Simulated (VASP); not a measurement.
Runs of VASP 6.6.1 on ZrNbSe3. The structure is that of space group P6/mmm (No. 191), or close to it. The cells are those of the table. The cell was generated, and may not be a known phase.

| spin | cell | k mesh | gap on the mesh (eV) | pressure (GPa) | moment (μB) |
| --- | --- | --- | --- | --- | --- |
| collinear | a = 5.679, b = 5.679, c = 5.326 Å, angles 90.0, 90.0, 120.0°, 5 atoms | 6 × 6 × 4 | none | 0.0 | (a) |
| off | a = 6.147, b = 6.147, c = 7.510 Å, angles 90.0, 90.0, 120.0°, 5 atoms | 3 × 3 × 2 | none | (b) | - |
| collinear | a = 6.147, b = 6.147, c = 7.510 Å, angles 90.0, 90.0, 120.0°, 5 atoms | 3 × 3 × 2 | none | -5.9 | 4.55 |
| collinear | a = 5.702, b = 5.702, c = 5.667 Å, angles 90.0, 90.0, 120.0°, 5 atoms | 3 × 3 × 2 | none | 0.0 | 4.24 |

Alike in all rows: task single point; level PBE; potentials or basis VASP PAW PBE potentials, release 64 (Zr_sv, Nb_sv, Se); cutoff (eV) 520; smearing gaussian 0.1 eV.

Task: Fill in the values left out.

Result: (a) 3.23; (b) -6.3.

Caveats: some runs use coarse meshes.

A k mesh can miss the band edges, and the runs leave out spin-orbit coupling on Nb, Se, Zr.

A gap of «none» marks levels without a gap at the run's occupations.
